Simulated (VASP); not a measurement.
HfS4:

```
CELL_PARAMETERS angstrom
4.63043 0.00000 0.00000
0.00000 4.63043 0.00000
0.00000 0.00000 4.85860
ATOMIC_POSITIONS crystal
Hf 0.00000 0.00000 0.00000
S 0.00000 0.50000 0.26232
S 0.50000 0.00000 0.26232
S 0.00000 0.50000 0.73768
S 0.50000 0.00000 0.73768
```

```yaml
Program: VASP 6.6.1
Task: relaxation of cell and atoms
Functional: PBE
Potentials_or_basis: VASP PAW PBE potentials, release 64 (Hf_pv, S)
Cutoff: 600 eV
k_mesh: 8 × 8 × 8
Occupations: gaussian, width 0.1 eV
Spin: no spin polarisation
```

At the start: pressure -0.7 GPa; volume 20.83 Å³/atom.

Question: Where does the relaxation end?

Answer: Over 7 steps the energy falls by 6.5 meV/atom and the volume is 20.51 Å³/atom (-1.5 %); space group P4/mmm (No. 123, to 0.05 Å).

Step by step:
```tsv
step	energy change (eV)	largest force (eV/Å)	pressure (GPa)	volume (Å³)
1	0.0000	0.3031	-0.72	104.17
2	-0.0186	0.2418	0.23	102.76
3	-0.0227	0.1641	0.97	101.78
4	-0.0315	0.0005	0.26	102.32
5	-0.0317	0.0301	0.14	102.41
6	-0.0324	0.0057	-0.05	102.59
7	-0.0325	0.0015	-0.03	102.57
```

Final structure:
```
Hf S
1.0
     4.60111    0.00000    0.00000
     0.00000    4.60111    0.00000
     0.00000    0.00000    4.84493
Hf S
1 4
Direct
  0.00000 0.00000 0.00000
  0.00000 0.50000 0.27084
  0.50000 0.00000 0.27084
  0.00000 0.50000 0.72916
  0.50000 0.00000 0.72916
```
